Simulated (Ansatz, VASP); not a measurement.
**Two plane-wave programs on Mg2Sn**

```xyz
3
Lattice="0.0000 3.3320 3.3320 3.3320 0.0000 3.3320 3.3320 3.3320 0.0000" Properties=species:S:1:pos:R:3 pbc="T T T"
Mg    1.6660    1.6660    1.6660
Mg    4.9980    4.9980    4.9980
Sn    0.0000    0.0000    0.0000
```

Alike in both runs: functional LDA; k mesh 12 × 12 × 12; occupations gaussian, width 0.1 eV; no spin polarisation.

Ansatz relaxed the structure, and its values are those at the end. VASP's run is a single point on that final structure, the one shown.

```csv
,VASP,Ansatz
version,VASP 6.6.1,Ansatz 0.2.0
potentials or method,"VASP PAW LDA potentials, release 64 (Mg, Sn_d), cutoff 600 eV","scalar-relativistic, plane waves, PAW"
valence electrons in the cell,18,34
```

|  | VASP | Ansatz | Ansatz less VASP |
| --- | --- | --- | --- |
| gap on the k mesh at the Fermi level (eV) | none | none | - |
| pressure (GPa) | -0.3 | 0.0 | +0.26 |

LDA's correlation is that of Perdew and Zunger in VASP and of Perdew and Wang (1992) in Ansatz. A gap of «none» marks a metal or a gap that the smearing closes. VASP's potentials hold 18 valence electrons a cell and Ansatz's 34, so a difference there can come from the potentials and not from the codes.
